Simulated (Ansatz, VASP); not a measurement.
Si in VASP and in Ansatz

INCAR

```
PREC     = Accurate       # precision mode
ENCUT    = 520            # plane-wave cutoff, eV
EDIFF    = 1E-7           # SCF threshold, eV
ISMEAR   = -1             # smearing method
SIGMA    = 0.1            # smearing width, eV
LREAL    = F              # projectors in reciprocal space
LASPH    = T              # aspherical terms in the spheres
NELM     = 100            # most SCF steps
ALGO     = Normal         # electronic algorithm
ISIF     = 2              # what is computed and relaxed
LWAVE    = F              # write WAVECAR
LCHARG   = F              # write CHGCAR
NBANDS   = 11             # bands
```

Contents of KPOINTS:

```
regular mesh
0
Gamma
  15 15 8
```

POSCAR

```
Si
1.0
    2.5093322161      0.0000000000      0.0000000000
   -1.2546661081      2.1731454457      0.0000000000
    0.0000000000      0.0000000000      4.2495966124
Si
2
Direct
    0.3333333333      0.6666666667      0.2500000000
    0.6666666667      0.3333333333      0.7500000000
```

Input for Ansatz:

```yaml
crystal:
  lattice:
    - [2.5093322161, 0.0, 0.0]
    - [-1.2546661081, 2.1731454457, 0.0]
    - [0.0, 0.0, 4.2495966124]
  atoms:
    - { symbol: Si, position: [0.3333333333, 0.6666666667, 0.25] }
    - { symbol: Si, position: [0.6666666667, 0.3333333333, 0.75] }
kpoints:
  mp_grid: { grid: [15, 15, 8] }
scf:
  occupations: { method: fermi_dirac, width: 0.1 }
hamiltonian:
  xc: lda
  pseudopotentials: { kind: all_electron, lapw: { basis_error: 0.001 } }
output:
  forces: true
  stress: true
  eigenvalues: true
  populations: true
```

Change from the starting cell: volume scaled by 0.84, LAPW.

Alike in both runs: task single point; functional LDA; k mesh 15 × 15 × 8; occupations fermi-dirac, width 0.1 eV; no spin polarisation.

|  | VASP | Ansatz |
| --- | --- | --- |
| version | VASP 6.6.1 | Ansatz 0.2.0 |
| potentials or method | VASP PAW LDA potentials, release 64 (Si), cutoff 520 eV | all-electron LAPW, scalar-relativistic |

Ansatz gave:

| Property | Result |
| --- | --- |
| pressure (GPa) | 24.7 |
| traceless stress, the component that is largest in VASP (GPa) | 0.01 |

**Question.** Estimate VASP's values.

**Answer.** Pressure (GPa): 24.8; traceless stress, the component that is largest in VASP (GPa): 0.06.

LDA's correlation is that of Perdew and Zunger in VASP and of Perdew and Wang (1992) in Ansatz. Ansatz ran all-electron here, and VASP with PAW potentials.
